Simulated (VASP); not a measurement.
Here is a VASP 6.6.1 calculation.

INCAR

```
  PREC = Accurate
  ENCUT = 520
  EDIFF = 1E-6
  ISMEAR = 0
  SIGMA = 0.05
  LREAL = F
  LASPH = T
  NELM = 60
  ALGO = Normal
  ISIF = 2
  LWAVE = F
  LCHARG = F
  GGA = PS
  NBANDS = 15
```

Contents of KPOINTS:

```
Automatic mesh
0
Gamma
  6 6 6
```

Contents of POSCAR:

```
KBr
1.0
    4.0434990000      0.0000000000      0.0000000000
    0.0000000000      4.0434990000      0.0303262425
    0.0000000000      0.0303262425      4.0434990000
K Br
1 1
Direct
    0.0000000000      0.0000000000      0.0000000000
    0.5000000000      0.5000000000      0.5000000000
```

Potentials or basis: VASP PAW PBE potentials, release 64 (K_sv, Br).

Launch:

```sh
$ cat potpaw_PBE.64/K_sv/POTCAR potpaw_PBE.64/Br/POTCAR > POTCAR
$ mpirun -np 1 vasp_std > vasp.out
```

Q: Estimate the band gap on the k mesh.

A: 3.71 eV (least direct gap 3.96 eV).

Q: Estimate the pressure.

A: -1.2 GPa.

Caveat: the cell differs from its parent crystal (strain +0.0150 x Voigt [0, 0, 0, 1, 0, 0]); the PAW data sets were made with another functional, which shifts forces and pressure a little. A k mesh can miss the band edges.
